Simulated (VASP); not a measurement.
Here is a VASP 6.6.1 calculation.

INCAR

```
SYSTEM = Hf
PREC = Accurate ; ENCUT = 520
EDIFF = 1E-6 ; ISMEAR = -1
SIGMA = 0.03 ; LREAL = .FALSE.
LASPH = .TRUE. ; NELM = 60
ALGO = Normal ; ISIF = 2
LWAVE = .FALSE. ; LCHARG = .FALSE.
GGA = PE ; NBANDS = 11
```

File KPOINTS:

```
Automatic mesh
0
G
  12 12 12
  0 0 0
```

POSCAR

```
Hf
1.0
    2.9204338383      0.0000000000      0.0000000000
    0.0000000000      2.9204338383      0.0000000000
    0.0000000000      0.0000000000      2.9204338383
Hf
1
Direct
    0.0000000000      0.0000000000      0.0000000000
```

Potentials or basis: VASP PAW PBE potentials, release 64 (Hf_pv).

Command:

```bash
$ cat potpaw_PBE.64/Hf_pv/POTCAR > POTCAR
$ mpirun -np 1 vasp_std > vasp.out
```

Q: Predict the band gap on the k mesh.

A: Zero (band 5 reaches 4.67 eV, above the bottom of band 6 at 2.37 eV).

Q: What does it give for the pressure?

A: -0.3 GPa.

Caveat: spin-orbit coupling is left out, which moves the levels of the heavy elements.
